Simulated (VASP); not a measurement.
Input of a VASP 6.6.1 run:

The input INCAR:

```
PREC     = Accurate       # precision mode
ENCUT    = 520            # plane-wave cutoff, eV
EDIFF    = 1E-6           # SCF threshold, eV
ISMEAR   = 0              # smearing method
SIGMA    = 0.05           # smearing width, eV
LREAL    = F              # projectors in reciprocal space
LASPH    = T              # aspherical terms in the spheres
NELM     = 60             # most SCF steps
ALGO     = Normal         # electronic algorithm
ISIF     = 2              # what is computed and relaxed
LWAVE    = F              # write WAVECAR
LCHARG   = T              # write CHGCAR
GGA      = PS             # functional
LELF     = T              # ELF
LVHAR    = T            
NBANDS   = 28             # bands
```

Contents of KPOINTS:

```
regular mesh
0
Gamma
  8 8 8
```

The input POSCAR:

```
SrTiO3
1.0
    3.9057965229      0.2441122827      0.2441122827
    0.2441122827      3.9057965229      0.2441122827
    0.2441122827      0.2441122827      3.9057965229
Sr Ti O
1 1 3
Direct
    0.0000000000      0.0000000000      0.0000000000
    0.5000000000      0.5000000000      0.5000000000
    0.0000000000      0.5000000000      0.5000000000
    0.5000000000      0.0000000000      0.5000000000
    0.5000000000      0.5000000000      0.0000000000
```

Potentials or basis: VASP PAW PBE potentials, release 64 (Sr_sv, Ti_sv, O).

The run is started by

```bash
$ cat potpaw_PBE.64/Sr_sv/POTCAR potpaw_PBE.64/Ti_sv/POTCAR potpaw_PBE.64/O/POTCAR > POTCAR
$ mpirun -np 1 vasp_std > vasp.out
```

Task: Predict the band gap on the k mesh.

Result: 1.09 eV (least direct gap 1.17 eV).

Task: Predict the pressure.

Result: 2.3 GPa.

Stress tensor (GPa, compression positive):
```
  2.34 -13.62 -13.62
-13.62   2.34 -13.62
-13.62 -13.62   2.34
```

Caveat: the PAW data sets were made with another functional, which shifts forces and pressure a little. A k mesh can miss the band edges.
